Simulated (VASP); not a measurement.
# LiS3 (P4mm) in VASP: a series of runs

Runs on LiS3. Level: PBE. Tasks: single point.

Everything below comes from runs of VASP 6.6.1. Logs are shortened: lines on timing, memory, paths and dates and some standing lists are left out, and cuts for length are marked.

### Step 1. The cell of the first run

It takes space group P4mm (No. 99, tetragonal). Conventional cell: a = 4.453 Å, b = 4.453 Å, c = 4.889 Å, α = 90.00°, β = 90.00°, γ = 90.00°. Li (site symmetry 4mm) has 6 S at 2.43 to 2.81 Å within 3.2 Å. S (site symmetry 2mm) has 2 S at 2.34 Å and 2 Li at 2.81 Å within 3.1 Å. S (site symmetry 4mm) has 4 S at 2.34 Å and 2 Li at 2.43 to 2.46 Å within 3.1 Å.

### Step 2. Single point, PBE

INCAR

```
SYSTEM = LiS3
ALGO = Normal
EDIFF = 1E-6
ENCUT = 520
GGA = PE
ISIF = 2
ISMEAR = 0
LASPH = .True.
LCHARG = .False.
LREAL = .False.
LWAVE = .False.
NBANDS = 18
NELM = 100
PREC = Accurate
SIGMA = 0.1
```

KPOINTS

```
k-points
0
Gamma
  4 4 4
  0 0 0
```

POSCAR

```
LiS3
1.0
    4.4533871459      0.0000000000      0.0000000000
    0.0000000000      4.4533871459      0.0000000000
    0.0000000000      0.0000000000      4.8889652051
Li S
1 3
Direct
    0.0000000000      0.0000000000      0.8185530920
    0.0000000000      0.5000000000      0.1700799106
    0.5000000000      0.0000000000      0.1700799106
    0.0000000000      0.0000000000      0.3146131568
```

Potentials or basis: VASP PAW PBE potentials, release 64 (Li_sv, S).

Command:

```sh
$ cat potpaw_PBE.64/Li_sv/POTCAR potpaw_PBE.64/S/POTCAR > POTCAR
$ mpirun -np 1 vasp_std > vasp.out
```

OUTCAR:

```text
SYSTEM = LiS3
   EDIFF = 1E-6
   ENCUT = 520
   GGA = PE
   ISIF = 2
   ISMEAR = 0
   LASPH = .True.
   LREAL = .False.
   NELM = 100
   PREC = Accurate

 ion  position               nearest neighbor table
   1  0.000  0.000  0.819-   4 2.43   4 2.46
   2  0.000  0.500  0.170-   4 2.34   4 2.34
   3  0.500  0.000  0.170-   4 2.34   4 2.34
   4  0.000  0.000  0.315-   2 2.34   3 2.34   2 2.34   3 2.34   1 2.43   1 2.46

  LATTYP: Found a simple tetragonal cell.
 ALAT       =     4.4533871459
 C/A-ratio  =     1.0978082625

  Lattice vectors:

 A1 = (   4.4533871459,   0.0000000000,   0.0000000000)
 A2 = (   0.0000000000,   4.4533871459,   0.0000000000)
 A3 = (   0.0000000000,   0.0000000000,   4.8889652051)

Analysis of symmetry for initial positions (statically):
=====================================================================
 Subroutine PRICEL returns:
 Original cell was already a primitive cell.

 Routine SETGRP: Setting up the symmetry group for a
 simple tetragonal supercell.

 Subroutine GETGRP returns: Found  8 space group operations
 (whereof  8 operations were pure point group operations)
 out of a pool of 16 trial point group operations.

The static configuration has the point symmetry C_4v.

Analysis of symmetry for dynamics (positions and initial velocities):
=====================================================================
 Subroutine PRICEL returns:
 Original cell was already a primitive cell.

 Routine SETGRP: Setting up the symmetry group for a
 simple tetragonal supercell.

 Subroutine GETGRP returns: Found  8 space group operations
 (whereof  8 operations were pure point group operations)
 out of a pool of 16 trial point group operations.

The dynamic configuration has the point symmetry C_4v.

 Subroutine INISYM returns: Found  8 space group operations
 (whereof  8 operations are pure point group operations),
 and found     1 'primitive' translations

----------------------------------------------------------------------------------------

                                     Primitive cell

  volume of cell :      96.9612

  direct lattice vectors                    reciprocal lattice vectors
     4.453387146  0.000000000  0.000000000     0.224548185  0.000000000  0.000000000
     0.000000000  4.453387146  0.000000000     0.000000000  0.224548185  0.000000000
     0.000000000  0.000000000  4.888965205     0.000000000  0.000000000  0.204542262

  length of vectors
     4.453387146  4.453387146  4.888965205     0.224548185  0.224548185  0.204542262

  position of ions in fractional coordinates (direct lattice)
     0.000000000  0.000000000  0.818553092
     0.000000000  0.500000000  0.170079911
     0.500000000  0.000000000  0.170079911
     0.000000000  0.000000000  0.314613157

  ion indices of the primitive-cell ions
   primitive index   ion index
                 1           1
                 2           2
                 3           3
                 4           4

----------------------------------------------------------------------------------------

 KPOINTS: k-points

Automatic generation of k-mesh.
 Grid dimensions read from file:
 generate k-points for:    4    4    4

 Generating k-lattice:

  Cartesian coordinates                     Fractional coordinates (reciprocal lattice)
     0.056137046  0.000000000  0.000000000     0.250000000  0.000000000  0.000000000
     0.000000000  0.056137046  0.000000000     0.000000000  0.250000000  0.000000000
     0.000000000  0.000000000  0.051135565     0.000000000  0.000000000  0.250000000

  Length of vectors
     0.056137046  0.056137046  0.051135565

  Shift w.r.t. Gamma in fractional coordinates (k-lattice)
     0.000000000  0.000000000  0.000000000

 Subroutine IBZKPT returns following result:
 ===========================================

 Found     18 irreducible k-points:

 Following reciprocal coordinates:
            Coordinates               Weight
  0.000000  0.000000  0.000000      1.000000
  0.250000  0.000000  0.000000      4.000000
  0.500000  0.000000  0.000000      2.000000
  0.250000  0.250000  0.000000      4.000000
  0.500000  0.250000  0.000000      4.000000
  0.500000  0.500000  0.000000      1.000000
[... 10 lines left out ...]
  0.500000  0.250000  0.500000      4.000000
  0.500000  0.500000  0.500000      1.000000
   k-points           NKPTS =     18   k-points in BZ     NKDIM =     18   number of bands    NBANDS=     18
   number of dos      NEDOS =    301   number of ions     NIONS =      4
   total plane-waves  NPLWV =  46656
   dimension x,y,z NGX =    36 NGY =   36 NGZ =   36
   dimension x,y,z NGXF=    72 NGYF=   72 NGZF=   72
   ions per type =               1   3
   NGX,Y,Z   is equivalent  to a cutoff of  13.44, 13.44, 12.24 a.u.
   NGXF,Y,Z  is equivalent  to a cutoff of  26.88, 26.88, 24.48 a.u.
 SYSTEM =  LiS3
   PREC   = accura    normal or accurate (medium, high low for compatibility)
   ISTART =      0    job   : 0-new  1-cont  2-samecut
   ICHARG =      2    charge: 1-file 2-atom 10-const
   ISPIN  =      1    spin polarized calculation?
   LNONCOLLINEAR =      F non collinear calculations
   LSORBIT =      F    spin-orbit coupling
   LASPH  =      T    aspherical Exc in radial PAW
   ENCUT  =  520.0 eV  38.22 Ry    6.18 a.u.   8.28  8.28  9.09*2*pi/ulx,y,z
   NELM   =    100;   NELMIN=  2; NELMDL= -5     # of ELM steps
   EDIFF  = 0.1E-05   stopping-criterion for ELM
   LREAL  =      F    real-space projection
[... 7 lines left out ...]
   TEBEG  =    0.0;   TEEND  =   0.0 temperature during run
   PSTRESS=    0.0 pullay stress
   NELECT =      21.0000    total number of electrons
   NUPDOWN=      -1.0000    fix difference up-down
   EMIN   =  10.00;   EMAX   =-10.00  energy-range for DOS
   EFERMI =   0.00;   METHOD = LEGACY
   ISMEAR =     0;   SIGMA  =   0.10  broadening in eV -4-tet -1-fermi 0-gaus
   EFERMI_NEDOS =   21; number of points for ismear=-14 and -15
   IALGO  =     38    algorithm
   IMIX   =      4    mixing-type and parameters
     AMIX     =   0.40;   BMIX     =  1.00
     AMIX_MAG =   1.60;   BMIX_MAG =  1.00
  volume/ion in A,a.u.               =      24.24       163.58
  Fermi-wavevector in a.u.,A,eV,Ry     =   0.983140  1.857865 13.150902  0.966564
  Thomas-Fermi vector in A             =   2.114275
[... 21 lines left out ...]
  free energy    TOTEN  =       -13.84268027 eV

  energy without entropy =      -13.81639760  energy(sigma->0) =      -13.82953894

 E-fermi :   2.3921     XC(G=0):  -7.7223

 val. band max:        2.3692531394   @ k =   0.2500   0.2500   0.5000
 cond. band min:       2.4238936792   @ k =   0.5000   0.0000   0.2500
 fundamental gap:      0.0546405399
 Fermi energy:         2.3920941083

 k-point     1 :       0.0000    0.0000    0.0000
  band No.  band energies     occupation
      1     -44.7708      2.00000
      2     -14.0029      2.00000
      3      -9.1597      2.00000
      4      -7.6433      2.00000
      5      -4.9269      2.00000
      6      -4.9269      2.00000
[... 10 lines left out ...]
     17       9.1155      0.00000
     18       9.2585      0.00000

 k-point     2 :       0.2500    0.0000    0.0000
  band No.  band energies     occupation
      1     -44.7708      2.00000
      2     -13.7422      2.00000
      3      -9.8963      2.00000
      4      -8.0995      2.00000
      5      -4.8116      2.00000
      6      -3.6975      2.00000
[... 10 lines left out ...]
     17       9.5810      0.00000
     18      10.0741      0.00000

 k-point     3 :       0.5000    0.0000    0.0000
  band No.  band energies     occupation
      1     -44.7707      2.00000
      2     -13.3828      2.00000
      3     -10.7349      2.00000
      4      -8.1894      2.00000
      5      -4.6840      2.00000
      6      -2.8575      2.00000
[... 10 lines left out ...]
     17      10.7580      0.00000
     18      10.8735      0.00000

 k-point     4 :       0.2500    0.2500    0.0000
  band No.  band energies     occupation
      1     -44.7707      2.00000
      2     -13.4614      2.00000
      3     -10.0515      2.00000
      4      -9.1638      2.00000
      5      -3.8974      2.00000
      6      -2.9469      2.00000
[... 10 lines left out ...]
     17       9.5630      0.00000
     18      10.2751      0.00000

 k-point     5 :       0.5000    0.2500    0.0000
  band No.  band energies     occupation
      1     -44.7707      2.00000
      2     -13.0578      2.00000
      3     -10.6903      2.00000
      4      -9.4993      2.00000
      5      -3.5843      2.00000
      6      -1.9333      2.00000
[... 10 lines left out ...]
     17       9.5951      0.00000
     18      10.8145      0.00000

 k-point     6 :       0.5000    0.5000    0.0000
  band No.  band energies     occupation
      1     -44.7707      2.00000
      2     -12.5341      2.00000
      3     -10.6443      2.00000
      4     -10.6443      2.00000
      5      -3.0054      2.00000
      6      -1.7423      2.00000
[... 10 lines left out ...]
     17       8.9617      0.00000
     18       9.7267      0.00000

 k-point     7 :       0.0000    0.0000    0.2500
  band No.  band energies     occupation
      1     -44.7708      2.00000
      2     -13.9999      2.00000
      3      -9.1503      2.00000
      4      -7.6829      2.00000
      5      -4.9049      2.00000
      6      -4.9049      2.00000
[... 10 lines left out ...]
     17       9.7648      0.00000
     18       9.7648      0.00000

 k-point     8 :       0.2500    0.0000    0.2500
  band No.  band energies     occupation
      1     -44.7707      2.00000
      2     -13.7404      2.00000
      3      -9.8845      2.00000
      4      -8.1181      2.00000
      5      -4.7902      2.00000
      6      -3.7497      2.00000
[... 10 lines left out ...]
     17       9.9158      0.00000
     18      10.1211      0.00000
[... 103 lines left out ...]
     17      10.1517      0.00000
     18      10.2248      0.00000

 k-point    14 :       0.2500    0.0000    0.5000
  band No.  band energies     occupation
      1     -44.7707      2.00000
      2     -13.7386      2.00000
      3      -9.8726      2.00000
      4      -8.1364      2.00000
      5      -4.7685      2.00000
      6      -3.7995      2.00000
[... 10 lines left out ...]
     17       9.5679      0.00000
     18      10.6406      0.00000

 k-point    15 :       0.5000    0.0000    0.5000
  band No.  band energies     occupation
      1     -44.7707      2.00000
      2     -13.3843      2.00000
      3     -10.7037      2.00000
      4      -8.2148      2.00000
      5      -4.6427      2.00000
      6      -2.9315      2.00000
[... 10 lines left out ...]
     17      10.3256      0.00000
     18      10.5287      0.00000

 k-point    16 :       0.2500    0.2500    0.5000
  band No.  band energies     occupation
      1     -44.7707      2.00000
      2     -13.4603      2.00000
      3     -10.0253      2.00000
      4      -9.1671      2.00000
      5      -4.0204      2.00000
      6      -2.9457      2.00000
[... 10 lines left out ...]
     17       9.1430      0.00000
     18       9.9629      0.00000

 k-point    17 :       0.5000    0.2500    0.5000
  band No.  band energies     occupation
      1     -44.7707      2.00000
      2     -13.0628      2.00000
      3     -10.6601      2.00000
      4      -9.4909      2.00000
      5      -3.6683      2.00000
      6      -1.8709      2.00000
[... 10 lines left out ...]
     17       8.9983      0.00000
     18       9.3187      0.00000

 k-point    18 :       0.5000    0.5000    0.5000
  band No.  band energies     occupation
      1     -44.7707      2.00000
      2     -12.5505      2.00000
      3     -10.6152      2.00000
      4     -10.6152      2.00000
      5      -3.0057      2.00000
      6      -1.6688      2.00000
[... 10 lines left out ...]
     17       8.5996      0.00000
     18       9.6677      0.00000

------------------------ aborting loop because EDIFF is reached ----------------------------------------

  FORCE on cell =-STRESS in cart. coord.  units (eV):
  Direction    XX          YY          ZZ          XY          YZ          ZX
  --------------------------------------------------------------------------------------
  -------------------------------------------------------------------------------------
  Total       -0.0998157     -0.0998157     -0.0134567      0.0000000      0.0000000      0.0000000
  in kB       -1.6493454     -1.6493454     -0.2223565      0.0000000      0.0000000      0.0000000
  external PRESSURE =      -1.1736825 kB  Pullay stress =       0.0000000 kB

 VOLUME and BASIS-vectors are now :
 -----------------------------------------------------------------------------
  energy-cutoff  :      520.00
  volume of cell :       96.96
      direct lattice vectors                 reciprocal lattice vectors
     4.453387146  0.000000000  0.000000000     0.224548185  0.000000000  0.000000000
     0.000000000  4.453387146  0.000000000     0.000000000  0.224548185  0.000000000
     0.000000000  0.000000000  4.888965205     0.000000000  0.000000000  0.204542262

 POSITION                                       TOTAL-FORCE (eV/Angst)
 -----------------------------------------------------------------------------------
      0.00000      0.00000      4.00188         0.000000     -0.000000     -0.020300
      0.00000      2.22669      0.83151        -0.000000     -0.000000      0.010890
      2.22669      0.00000      0.83151         0.000000      0.000000      0.010890
      0.00000      0.00000      1.53813         0.000000      0.000000     -0.001479
 -----------------------------------------------------------------------------------
    total drift:                               -0.000000     -0.000000      0.000048

  FREE ENERGIE OF THE ION-ELECTRON SYSTEM (eV)
  ---------------------------------------------------
  free  energy   TOTEN  =       -13.8426802700 eV

  energy  without entropy=      -13.8163976013  energy(sigma->0) =      -13.82953894
```

Wall time 24 s (1 thread of AMD EPYC 9R45 (Zen 5), shared host); peak memory 0.17 GiB.

Results:

```
Free energy   : -13.8427 eV
Largest force : 0.020 eV/Å
```

Forces in eV/Å, atoms in the order of the input:
```
Li   0.000  0.000 -0.020
S    0.000  0.000  0.011
S    0.000  0.000  0.011
S    0.000  0.000 -0.001
```

Caveat: the cutoff is under 1.25 times the usual one of these potentials, so pressure, stress and relaxed cells hold a basis-set (Pulay) error.

### Step 3. Single point, PBE

This run uses another cell than the first one, of 31.25 Å³/atom, 1.289 times its volume.

INCAR

```
ALGO     = Normal         # electronic algorithm
EDIFF    = 1E-6           # SCF threshold, eV
ENCUT    = 520            # plane-wave cutoff, eV
GGA      = PE             # functional
ISIF     = 2              # what is computed and relaxed
ISMEAR   = 0              # smearing method
LASPH    = T              # aspherical terms in the spheres
LCHARG   = F              # write CHGCAR
LREAL    = F              # projectors in reciprocal space
LWAVE    = F              # write WAVECAR
NBANDS   = 18             # bands
NELM     = 80             # most SCF steps
PREC     = Accurate       # precision mode
SIGMA    = 0.1            # smearing width, eV
```

KPOINTS

```
k-points
0
Gamma
  4 4 4
```

POSCAR

```
LiS3
1.0
    5.0000000000      0.0000000000      0.0000000000
    0.0000000000      5.0000000000      0.0000000000
    0.0000000000      0.0000000000      5.0000000000
Li S
1 3
Direct
    0.0000000000      0.0000000000      0.9733260700
    0.0000000000      0.5000000000      0.0000000000
    0.5000000000      0.0000000000      0.0000000000
    0.0000000000      0.0000000000      0.5000000000
```

Potentials or basis: VASP PAW PBE potentials, release 64 (Li_sv, S).

Command:

```sh
$ cat potpaw_PBE.64/Li_sv/POTCAR potpaw_PBE.64/S/POTCAR > POTCAR
$ mpirun -np 1 vasp_std > vasp.out
```

Run time: 34 s. Hardware: 1 thread of AMD EPYC 9R45 (Zen 5), shared host; peak memory 0.2 GiB.

It converged, with:

| Item | Value |
| --- | --- |
| Free energy | -10.3605 eV |
| Largest force | 0.364 eV/Å |

Forces in eV/Å, atoms in the order of the input:
```
Li   0.000  0.000  0.357
S    0.000  0.000  0.004
S    0.000  0.000  0.004
S    0.000  0.000 -0.364
```

Levels at points of the mesh, in eV from the Fermi level:
```csv
k point,band 7,band 8,band 9,band 10,band 11,band 12,band 13,band 14,band 15,band 16
"(0.00, 0.00, 0.00)",-2.43,-0.17,-0.17,-0.17,0.38,0.39,0.39,5.83,7.05,8.34
"(0.50, 0.00, 0.00)",-1.19,-1.10,-0.65,-0.65,-0.41,0.18,0.19,7.63,7.71,8.78
"(0.00, 0.00, 0.50)",-1.19,-1.10,-0.66,-0.66,-0.41,0.19,0.19,7.60,7.70,8.68
"(0.50, 0.50, 0.00)",-1.56,-0.75,-0.75,-0.62,-0.62,0.21,0.73,8.11,8.11,8.17
"(0.00, 0.50, 0.50)",-1.57,-0.74,-0.74,-0.62,-0.62,0.19,0.73,8.10,8.12,8.17
"(0.50, 0.50, 0.50)",-1.91,-1.90,0.21,0.23,0.74,0.74,0.74,6.34,7.24,7.24
```

Caveat: the cutoff is under 1.25 times the usual one of these potentials, so pressure, stress and relaxed cells hold a basis-set (Pulay) error.

### Step 4. Single point, PBE

This run uses another cell than the first one: it holds 8 atoms, not 4.

INCAR

```
SYSTEM = LiS3
ALGO = Normal ; EDIFF = 1E-6
ENCUT = 520 ; GGA = PE
ISIF = 2 ; ISMEAR = 0
LASPH = .TRUE. ; LCHARG = .TRUE.
LELF = .TRUE. ; LREAL = .FALSE.
LVHAR = .TRUE. ; LWAVE = .FALSE.
NBANDS = 31 ; NELM = 80
PREC = Accurate ; SIGMA = 0.2
```

KPOINTS

```
k-points
0
G
  6 6 2
  0 0 0
```

POSCAR

```
LiS3
1.0
    4.4516001496      0.0000000000      0.0000000000
    0.0000000000      4.4516001496      0.0000000000
    0.0000000000      0.0000000000      9.7206630824
Li S
2 6
Direct
    0.0000000000      0.0000000000      0.4073751794
    0.0000000000      0.0000000000      0.9073751794
    0.0000000000      0.5000000000      0.0870324177
    0.0000000000      0.5000000000      0.5870324177
    0.5000000000      0.0000000000      0.0870324177
    0.5000000000      0.0000000000      0.5870324177
    0.0000000000      0.0000000000      0.1552230201
    0.0000000000      0.0000000000      0.6552230201
```

Command:

```sh
$ cat potpaw_PBE.64/Li_sv/POTCAR potpaw_PBE.64/S/POTCAR > POTCAR
$ mpirun -np 1 vasp_std > vasp.out
```

Wall time 2.1 min (1 thread of AMD EPYC 9R45 (Zen 5), shared host); peak memory 0.29 GiB.

Results (log left out):

* Free energy: -28.0725 eV
* Largest force: 0.199 eV/Å
* Band gap on the k mesh: zero (band 21 reaches 2.73 eV, above the bottom of band 22 at 1.39 eV)

Forces on the atoms (eV/Å):
```
Li   0.000  0.000 -0.016
Li   0.000  0.000 -0.016
S    0.000  0.000 -0.092
S    0.000  0.000 -0.092
S    0.000  0.000 -0.092
S    0.000  0.000 -0.092
S    0.000  0.000  0.199
S    0.000  0.000  0.199
```

Levels at points of the mesh, in eV from the Fermi level:
| k point | band 18 | band 19 | band 20 | band 21 | band 22 | band 23 | band 24 | band 25 |
| --- | --- | --- | --- | --- | --- | --- | --- | --- |
| (0.00, 0.00, 0.00) | -1.21 | -0.65 | -0.65 | -0.64 | -0.64 | 2.10 | 2.10 | 2.88 |
| (0.50, 0.00, 0.00) | -1.79 | -1.40 | -1.33 | 0.07 | 0.21 | 0.62 | 0.64 | 2.26 |
| (0.50, 0.50, 0.00) | -1.36 | 0.28 | 0.28 | 0.28 | 0.28 | 1.05 | 1.06 | 1.36 |
| (0.00, 0.00, 0.50) | -1.35 | -0.65 | -0.65 | -0.65 | -0.65 | 2.44 | 2.44 | 2.44 |
| (0.50, 0.00, 0.50) | -1.80 | -1.36 | -1.36 | 0.13 | 0.13 | 0.62 | 0.62 | 2.59 |
| (0.50, 0.50, 0.50) | -1.37 | 0.28 | 0.28 | 0.28 | 0.28 | 1.05 | 1.05 | 1.51 |

Caveat: the cutoff is under 1.25 times the usual one of these potentials, so pressure, stress and relaxed cells hold a basis-set (Pulay) error.

### Step 5. Overview

```csv
cell,k mesh,smearing,gap on the mesh (eV),largest force (eV/Å)
"a = 4.453, b = 4.453, c = 4.889 Å, 4 atoms",4 × 4 × 4,gaussian 0.1 eV,none,0.02
"a = 5.000 Å, 4 atoms",4 × 4 × 4,gaussian 0.1 eV,none,0.36
"a = 4.452, b = 4.452, c = 9.721 Å, 8 atoms",6 × 6 × 2,gaussian 0.2 eV,none,0.20
```

Alike in all rows: task single point; level PBE; potentials or basis VASP PAW PBE potentials, release 64 (Li_sv, S); no spin polarisation; cutoff (eV) 520.

Caveats: the cutoff is under 1.25 times the usual one of these potentials, so pressure, stress and relaxed cells hold a basis-set (Pulay) error.

Total energies depend on the potentials used, so only differences within one code and one set of settings carry meaning.
